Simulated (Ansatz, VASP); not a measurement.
**Ba in VASP and in Ansatz**

The input INCAR:

```
SYSTEM = Ba
  PREC = Accurate
  ENCUT = 500
  EDIFF = 1E-6
  ISMEAR = -5
  SIGMA = 0.05
  LREAL = .False.
  LASPH = .True.
  NELM = 120
  ALGO = Normal
  ISIF = 2
  LWAVE = .False.
  LCHARG = .False.
  GGA = PS
  NBANDS = 11
  GGA_COMPAT = .False.
```

KPOINTS

```
regular mesh
0
Gamma
  7 7 7
  0 0 0
```

File POSCAR:

```
Ba
1.0
    0.0000000000      3.2326650050      3.2326650050
    3.2326650050      0.0000000000      3.2326650050
    3.2326650050      3.2326650050      0.0000000000
Ba
1
Direct
    0.0000000000      0.0000000000      0.0000000000
```

The input input.yaml:

```yaml
crystal:
  lattice: { a: 6.46533001, b: 6.46533001, c: 6.46533001, alpha: 90.0, beta: 90.0, gamma: 90.0 }
  space_group: 225
  reduce_to_primitive: true
  atoms:
    - { symbol: Ba, wyckoff: "4a", position: [0.0, 0.0, 0.0] }
hamiltonian:
  xc: pbesol
  pseudopotentials: { kind: paw, partial_waves: polarizable }
kpoints:
  mp_grid: { grid: [7, 7, 7] }
scf:
  occupations: { method: tetrahedron }
output:
  forces: true
  stress: true
  bader: true
  populations: intrinsic
```

Alike in both runs: functional PBEsol; k mesh 7 × 7 × 7; occupations tetrahedron; no spin polarisation.

|  | VASP | Ansatz |
| --- | --- | --- |
| version | VASP 6.6.1 | Ansatz 0.2.0 |
| potentials or method | VASP PAW PBE potentials, release 64 (Ba_sv) | Ansatz PAW polarizable |
| plane-wave cutoff (eV) | 500 | 420 |
| valence electrons in the cell | 10 | 10 |
| task | single point | atomic charges |

```tsv
	VASP	Ansatz	Ansatz less VASP
gap on the k mesh at the Fermi level (eV)	none	none	-
pressure (GPa)	-0.9	-0.9	-0.04
```

VASP's potentials were made for PBE, not for PBEsol. A gap of «none» marks a metal or a gap that the smearing closes. With one functional, cell and mesh, what is left measures potentials, basis and numerics.

Neither program's run includes spin-orbit coupling.
